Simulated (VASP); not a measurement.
# LiF (Fm-3m) in VASP: notebook, part 2 of 2

VASP 6.6.1. Earlier steps stand in the parts before.

## 3. Single point, PBE (volume scaled by 1.02)

Input file INCAR:

```
PREC = Accurate
ENCUT = 520
EDIFF = 1E-6
ISMEAR = -1
SIGMA = 0.03
LREAL = F
LASPH = T
NELM = 100
ALGO = Normal
ISIF = 2
LWAVE = F
LCHARG = F
GGA = PE
NBANDS = 12
```

Input file KPOINTS:

```
regular mesh
0
Gamma
  10 10 10
```

Input file POSCAR:

```
LiF
1.0
    0.0000000000      2.0273381370      2.0273381370
    2.0273381370      0.0000000000      2.0273381370
    2.0273381370      2.0273381370      0.0000000000
Li F
1 1
Direct
    0.0000000000      0.0000000000      0.0000000000
    0.5000000000      0.5000000000      0.5000000000
```

Potentials or basis: VASP PAW PBE potentials, release 64 (Li_sv, F).

Run with:

```
$ cat potpaw_PBE.64/Li_sv/POTCAR potpaw_PBE.64/F/POTCAR > POTCAR
$ mpirun -np 1 vasp_std > vasp.out
```

OUTCAR:

```text
PREC = Accurate
   ENCUT = 520
   EDIFF = 1E-6
   ISMEAR = -1
   LREAL = F
   LASPH = T
   NELM = 100
   ISIF = 2
   GGA = PE

 ion  position               nearest neighbor table
   1  0.000  0.000  0.000-   2 2.03   2 2.03   2 2.03   2 2.03   2 2.03   2 2.03
   2  0.500  0.500  0.500-   1 2.03   1 2.03   1 2.03   1 2.03   1 2.03   1 2.03

  LATTYP: Found a face centered cubic cell.
 ALAT       =     4.0546762740

  Lattice vectors:

 A1 = (   0.0000000000,   2.0273381370,   2.0273381370)
 A2 = (   2.0273381370,   0.0000000000,   2.0273381370)
 A3 = (   2.0273381370,   2.0273381370,   0.0000000000)

Analysis of symmetry for initial positions (statically):
=====================================================================
 Subroutine PRICEL returns:
 Original cell was already a primitive cell.

 Routine SETGRP: Setting up the symmetry group for a
 face centered cubic supercell.

 Subroutine GETGRP returns: Found 48 space group operations
 (whereof 48 operations were pure point group operations)
 out of a pool of 48 trial point group operations.

The static configuration has the point symmetry O_h .

Analysis of symmetry for dynamics (positions and initial velocities):
=====================================================================
 Subroutine PRICEL returns:
 Original cell was already a primitive cell.

 Routine SETGRP: Setting up the symmetry group for a
 face centered cubic supercell.

 Subroutine GETGRP returns: Found 48 space group operations
 (whereof 48 operations were pure point group operations)
 out of a pool of 48 trial point group operations.

The dynamic configuration has the point symmetry O_h .

 Subroutine INISYM returns: Found 48 space group operations
 (whereof 48 operations are pure point group operations),
 and found     1 'primitive' translations

----------------------------------------------------------------------------------------

                                     Primitive cell

  volume of cell :      16.6651

  direct lattice vectors                    reciprocal lattice vectors
     0.000000000  2.027338137  2.027338137    -0.246628814  0.246628814  0.246628814
     2.027338137  0.000000000  2.027338137     0.246628814 -0.246628814  0.246628814
     2.027338137  2.027338137  0.000000000     0.246628814  0.246628814 -0.246628814

  length of vectors
     2.867089089  2.867089089  2.867089089     0.427173636  0.427173636  0.427173636

  position of ions in fractional coordinates (direct lattice)
     0.000000000  0.000000000  0.000000000
     0.500000000  0.500000000  0.500000000

  ion indices of the primitive-cell ions
   primitive index   ion index
                 1           1
                 2           2

----------------------------------------------------------------------------------------

 KPOINTS: regular mesh

Automatic generation of k-mesh.
 Grid dimensions read from file:
 generate k-points for:   10   10   10

 Generating k-lattice:

  Cartesian coordinates                     Fractional coordinates (reciprocal lattice)
    -0.024662881  0.024662881  0.024662881     0.100000000  0.000000000  0.000000000
     0.024662881 -0.024662881  0.024662881     0.000000000  0.100000000  0.000000000
     0.024662881  0.024662881 -0.024662881     0.000000000  0.000000000  0.100000000

  Length of vectors
     0.042717364  0.042717364  0.042717364

  Shift w.r.t. Gamma in fractional coordinates (k-lattice)
     0.000000000  0.000000000  0.000000000

 Subroutine IBZKPT returns following result:
 ===========================================

 Found     47 irreducible k-points:

 Following reciprocal coordinates:
            Coordinates               Weight
  0.000000  0.000000  0.000000      1.000000
  0.100000  0.000000  0.000000      8.000000
  0.200000  0.000000  0.000000      8.000000
  0.300000  0.000000  0.000000      8.000000
  0.400000  0.000000  0.000000      8.000000
  0.500000  0.000000  0.000000      4.000000
[... 16 lines left out ...]
  0.300000  0.300000  0.000000      6.000000
  0.400000  0.300000  0.000000     24.000000
 [... further k-points ...]
   k-points           NKPTS =     47   k-points in BZ     NKDIM =     47   number of bands    NBANDS=     12
   number of dos      NEDOS =    301   number of ions     NIONS =      2
   total plane-waves  NPLWV =  13824
   dimension x,y,z NGX =    24 NGY =   24 NGZ =   24
   dimension x,y,z NGXF=    48 NGYF=   48 NGZF=   48
   ions per type =               1   1
   NGX,Y,Z   is equivalent  to a cutoff of  13.92, 13.92, 13.92 a.u.
   NGXF,Y,Z  is equivalent  to a cutoff of  27.83, 27.83, 27.83 a.u.
 SYSTEM =  unknown system
   PREC   = accura    normal or accurate (medium, high low for compatibility)
   ISTART =      0    job   : 0-new  1-cont  2-samecut
   ICHARG =      2    charge: 1-file 2-atom 10-const
   ISPIN  =      1    spin polarized calculation?
   LNONCOLLINEAR =      F non collinear calculations
   LSORBIT =      F    spin-orbit coupling
   LASPH  =      T    aspherical Exc in radial PAW
   ENCUT  =  520.0 eV  38.22 Ry    6.18 a.u.   5.33  5.33  5.33*2*pi/ulx,y,z
   NELM   =    100;   NELMIN=  2; NELMDL= -5     # of ELM steps
   EDIFF  = 0.1E-05   stopping-criterion for ELM
   LREAL  =      F    real-space projection
   EDIFFG = 0.1E-04   stopping-criterion for IOM
   NSW    =      0    number of steps for IOM
   IBRION =     -1    ionic relax: 0-MD 1-quasi-New 2-CG
   NFREE  =      0    steps in history (QN), initial steepest desc. (CG)
   ISIF   =      2    stress and relaxation
   ISYM   =      2    0-nonsym 1-usesym 2-fastsym
   POTIM  = 0.5000    time-step for ionic-motion
   TEBEG  =    0.0;   TEEND  =   0.0 temperature during run
   PSTRESS=    0.0 pullay stress
   NELECT =      10.0000    total number of electrons
   NUPDOWN=      -1.0000    fix difference up-down
   EMIN   =  10.00;   EMAX   =-10.00  energy-range for DOS
   EFERMI =   0.00;   METHOD = LEGACY
   ISMEAR =    -1;   SIGMA  =   0.03  broadening in eV -4-tet -1-fermi 0-gaus
   EFERMI_NEDOS =   21; number of points for ismear=-14 and -15
   IALGO  =     38    algorithm
   IMIX   =      4    mixing-type and parameters
     AMIX     =   0.40;   BMIX     =  1.00
     AMIX_MAG =   1.60;   BMIX_MAG =  1.00
  volume/ion in A,a.u.               =       8.33        56.23
  Fermi-wavevector in a.u.,A,eV,Ry     =   1.380825  2.609381 25.941925  1.906678
  Thomas-Fermi vector in A             =   2.505666
   LORBIT       =      0    0 simple, 1 ext, 2 COOP (PROOUT), +10 PAW based schemes
   GGA     = PE    functional components
   LHFCALC =     F    Hartree Fock is set to
   AEXX    =    0.0000 exact exchange contribution
   IVDW    =     0    specifies the selected vdW correction
   LEPSILON=     F    determine dielectric tensor
   LRPA    =     F    only Hartree local field effects (RPA)
 non-spin polarized calculation
  energy-cutoff  :      520.00
  volume of cell :       16.67
 maximum number of plane-waves:       464
 NGX is ok and might be reduce to    24
   NGX = 11   NGY = 11   NGZ = 11

 number of electron      10.0000000 magnetization

 number of electron       9.9999991 magnetization

 Free energy of the ion-electron system (eV)
  ---------------------------------------------------
  ext. energy  EPLUGINS =         0.00000000
  ---------------------------------------------------
  free energy    TOTEN  =        -9.64049675 eV

  energy without entropy =       -9.64049675  energy(sigma->0) =       -9.64049675

 E-fermi :  -0.3694     XC(G=0):  -9.8864

 val. band max:       -1.1367207196   @ k =   0.0000   0.0000   0.0000
 cond. band min:       7.7767572284   @ k =   0.0000   0.0000   0.0000
 fundamental gap:      8.9134779480
 Fermi energy:        -0.3694280674

 k-point     1 :       0.0000    0.0000    0.0000
  band No.  band energies     occupation
      1     -42.1027      2.00000
      2     -21.0574      2.00000
      3      -1.1367      2.00000
      4      -1.1367      2.00000
      5      -1.1367      2.00000
      6       7.7768      0.00000
      7      22.5683      0.00000
      8      22.5683      0.00000
      9      22.5683      0.00000
     10      22.9919      0.00000
     11      22.9919      0.00000
     12      22.9919      0.00000
[... 331 lines left out ...]
 k-point    24 :       0.4000    0.3000    0.0000
  band No.  band energies     occupation
      1     -42.0474      2.00000
      2     -20.5500      2.00000
      3      -3.3932      2.00000
      4      -1.9834      2.00000
      5      -1.8748      2.00000
      6      11.7606      0.00000
      7      15.5289      0.00000
      8      17.1916      0.00000
      9      18.8071      0.00000
     10      19.8705      0.00000
     11      32.3316      0.00000
     12      33.4242      0.00000

 [... further k-points ...]
[... 5 lines left out ...]
  --------------------------------------------------------------------------------------
  -------------------------------------------------------------------------------------
  Total        0.0219717      0.0219717      0.0219717      0.0000000      0.0000000      0.0000000
  in kB        2.1123523      2.1123523      2.1123523      0.0000000      0.0000000      0.0000000
  external PRESSURE =       2.1123523 kB  Pullay stress =       0.0000000 kB

 VOLUME and BASIS-vectors are now :
 -----------------------------------------------------------------------------
  energy-cutoff  :      520.00
  volume of cell :       16.67
      direct lattice vectors                 reciprocal lattice vectors
     0.000000000  2.027338137  2.027338137    -0.246628814  0.246628814  0.246628814
     2.027338137  0.000000000  2.027338137     0.246628814 -0.246628814  0.246628814
     2.027338137  2.027338137  0.000000000     0.246628814  0.246628814 -0.246628814

 POSITION                                       TOTAL-FORCE (eV/Angst)
 -----------------------------------------------------------------------------------
      0.00000      0.00000      0.00000         0.000000      0.000000     -0.000000
      2.02734      2.02734      2.02734        -0.000000     -0.000000      0.000000
 -----------------------------------------------------------------------------------
    total drift:                               -0.000000     -0.000000      0.000000

  FREE ENERGIE OF THE ION-ELECTRON SYSTEM (eV)
  ---------------------------------------------------
  free  energy   TOTEN  =        -9.6404967544 eV

  energy  without entropy=       -9.6404967544  energy(sigma->0) =       -9.64049675
```

stdout:

```text
POSCAR found type information on POSCAR LiF
 POSCAR found :  2 types and       2 ions
 scaLAPACK will be used
 LDA part: xc-table for (Slater+PW92), standard interpolation
 POSCAR, INCAR and KPOINTS ok, starting setup
 FFT: planning ... GRIDC
 FFT: planning ... GRID_SOFT
 FFT: planning ... GRID
 WAVECAR not read
 entering main loop
```

Run time: 6.6 s. Hardware: 1 thread of Intel Xeon Platinum 8259CL at 2.50GHz (Skylake/Cascade Lake), shared host; peak memory 0.13 GiB.

Results:

| Quantity | Value |
| --- | --- |
| Free energy | -9.6405 eV |
| Band gap on the k mesh | 8.91 eV, direct |

Levels at points of the mesh, in eV from the valence-band top:
| k point | band 3 | band 4 | band 5 | band 6 | band 7 | band 8 |
| --- | --- | --- | --- | --- | --- | --- |
| (0.00, 0.00, 0.00) | 0.00 | 0.00 | 0.00 | 8.91 | 23.71 | 23.71 |
| (0.50, 0.00, 0.00) | -2.46 | -0.22 | -0.22 | 10.67 | 16.50 | 18.74 |
| (0.50, 0.50, 0.00) | -2.92 | -0.97 | -0.97 | 14.63 | 16.38 | 17.21 |

Caveat: the cutoff is under 1.25 times the usual one of these potentials, so pressure, stress and relaxed cells hold a basis-set (Pulay) error. A k mesh can miss the band edges.

## 4. Single point, PBE (volume scaled by 1.06)

Input file INCAR:

```
SYSTEM = LiF
PREC = Accurate ; ENCUT = 520
EDIFF = 1E-6 ; ISMEAR = -1
SIGMA = 0.03 ; LREAL = .False.
LASPH = .True. ; NELM = 100
ALGO = Normal ; ISIF = 2
LWAVE = .False. ; LCHARG = .False.
GGA = PE ; NBANDS = 12
```

Input file KPOINTS:

```
Automatic mesh
0
Gamma
  10 10 10
  0 0 0
```

Input file POSCAR:

```
LiF
1.0
    0.0000000000      2.0535002244      2.0535002244
    2.0535002244      0.0000000000      2.0535002244
    2.0535002244      2.0535002244      0.0000000000
Li F
1 1
Direct
    0.0000000000      0.0000000000      0.0000000000
    0.5000000000      0.5000000000      0.5000000000
```

Run with:

```
$ cat potpaw_PBE.64/Li_sv/POTCAR potpaw_PBE.64/F/POTCAR > POTCAR
$ mpirun -np 1 vasp_std > vasp.out
```

Wall time 6.7 s (1 thread of Intel Xeon Platinum 8259CL at 2.50GHz (Skylake/Cascade Lake), shared host); peak memory 0.13 GiB.

The run converged. Its results:

* Free energy: -9.6381 eV
* Band gap on the k mesh: 8.59 eV, direct

Levels at points of the mesh, in eV from the valence-band top:
```tsv
k point	band 1	band 2	band 3	band 4	band 5	band 6	band 7	band 8	band 9	band 10
(0.00, 0.00, 0.00)	-41.06	-19.82	0.00	0.00	0.00	8.59	23.20	23.20	23.20	23.75
(0.50, 0.00, 0.00)	-41.02	-19.43	-2.35	-0.21	-0.21	10.47	16.06	18.43	18.43	29.33
(0.50, 0.50, 0.00)	-41.00	-19.20	-2.76	-0.92	-0.92	14.27	16.19	16.76	19.56	19.56
```

Caveat: the cutoff is under 1.25 times the usual one of these potentials, so pressure, stress and relaxed cells hold a basis-set (Pulay) error. A k mesh can miss the band edges.

## 5. Summary

| cell | gap on the mesh (eV) |
| --- | --- |
| a = 2.829 Å, angles 60.0°, 2 atoms | 9.28 |
| a = 2.867 Å, angles 60.0°, 2 atoms | 8.91 |
| a = 2.904 Å, angles 60.0°, 2 atoms | 8.59 |

Alike in all rows: task single point; level PBE; potentials or basis VASP PAW PBE potentials, release 64 (Li_sv, F); no spin polarisation; k mesh 10 × 10 × 10; cutoff (eV) 520; smearing fermi-dirac 0.03 eV.

Caveats: the cutoff is under 1.25 times the usual one of these potentials, so pressure, stress and relaxed cells hold a basis-set (Pulay) error.

Total energies depend on the potentials used, so only differences within one code and one set of settings carry meaning.
